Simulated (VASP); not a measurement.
PbS (Galena):

```xyz
2
Lattice="0.0000 3.0048 3.0048 3.0048 0.0000 3.0048 3.0048 3.0048 0.0000" Properties=species:S:1:pos:R:3 pbc="T T T"
Pb    0.0000    0.0000    0.0000
S     3.0048    3.0048    3.0048
```

Base run:

- Program: VASP 6.6.1
- Functional: PBE
- Potentials or basis: VASP PAW PBE potentials, release 64 (Pb_d, S)
- Cutoff: 520 eV
- k mesh: 8 × 8 × 8
- Occupations: fermi-dirac, width 0.05 eV
- Spin: no spin polarisation

Its results: band gap on the k mesh 0.50 eV, direct; pressure -0.1 GPa.

Problem. The run is repeated on the same cell with these changes: functional from PBE to revPBE; dispersion from none to D3(BJ). What comes out?

Solution. Band gap on the k mesh 0.57 eV, direct; pressure -2.5 GPa.

Several settings changed at once, so the effect can't be laid on one alone.

Caveats: spin-orbit coupling is left out, which moves the levels of the heavy elements; the PAW data sets were made with another functional, which shifts forces and pressure a little (some runs).

A k mesh can miss the band edges.
